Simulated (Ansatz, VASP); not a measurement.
**Si2Mo: VASP beside Ansatz**

```xyz
9
Lattice="4.6133 0.0000 0.0000 -2.3066 3.9952 0.0000 0.0000 0.0000 6.6096" Properties=species:S:1:pos:R:3 pbc="T T T"
Si   -1.1719    3.3401    5.5080
Si    1.1347    0.6551    1.1016
Si    2.3066    2.6849    3.3048
Si    3.4785    0.6551    5.5080
Si    1.1719    3.3401    1.1016
Si    0.0000    1.3103    3.3048
Mo    2.3066    0.0000    3.3048
Mo   -1.1533    1.9976    1.1016
Mo    1.1533    1.9976    5.5080
```

Alike in both runs: functional PBE; k mesh 9 × 9 × 6; occupations gaussian, width 0.01 eV; no spin polarisation.

Ansatz relaxed the structure, and its values are those at the end. VASP's run is a single point on that final structure, the one shown.

```csv
,VASP,Ansatz
version,VASP 6.6.1,Ansatz 0.2.0
potentials or method,"VASP PAW PBE potentials, release 64 (Si, Mo_sv), cutoff 520 eV","scalar-relativistic, plane waves, PAW"
valence electrons in the cell,66,66
```

|  | VASP | Ansatz | Ansatz less VASP |
| --- | --- | --- | --- |
| gap on the k mesh at the Fermi level (eV) | 0.18 | 0.19 | +0.003 |
| least direct gap on the mesh (eV) | 0.57 | 0.57 | +0.001 |
| pressure (GPa) | 0.1 | 0.0 | -0.13 |

With one functional, cell and mesh, what is left measures potentials, basis and numerics.
